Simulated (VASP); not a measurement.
A run of VASP 6.6.1:

The input INCAR:

```
SYSTEM = AlCu3
PREC = Accurate
ENCUT = 520
EDIFF = 1E-6
ISMEAR = 0
SIGMA = 0.15
LREAL = .False.
LASPH = .True.
NELM = 80
ALGO = Normal
ISIF = 2
LWAVE = .False.
LCHARG = .True.
GGA = PS
LELF = .True.
LVHAR = .True.
NBANDS = 26
```

Contents of KPOINTS:

```
Automatic mesh
0
Gamma
  12 12 12
  0 0 0
```

POSCAR

```
AlCu3
1.0
    3.6317788563      0.0000000000      0.0000000000
    0.0000000000      3.6317788563      0.0000000000
    0.0000000000      0.0000000000      3.6317788563
Al Cu
1 3
Direct
    0.0000000000      0.0000000000      0.0000000000
    0.5000000000      0.5000000000      0.0000000000
    0.5000000000      0.0000000000      0.5000000000
    0.0000000000      0.5000000000      0.5000000000
```

Potentials or basis: VASP PAW PBE potentials, release 64 (Al, Cu).

The run is started by

```sh
$ cat potpaw_PBE.64/Al/POTCAR potpaw_PBE.64/Cu/POTCAR > POTCAR
$ mpirun -np 1 vasp_std > vasp.out
```

Hardware: 1 thread of Intel(R) Xeon(R) Platinum 8488C (Sapphire Rapids) (shared host).

Problem. How long does it take, and how much memory?

Solution. It took 52 s on 1 thread of Intel(R) Xeon(R) Platinum 8488C (Sapphire Rapids), on a shared host, peak memory 0.21 GiB. Counts: scf iterations 13, k points 84.
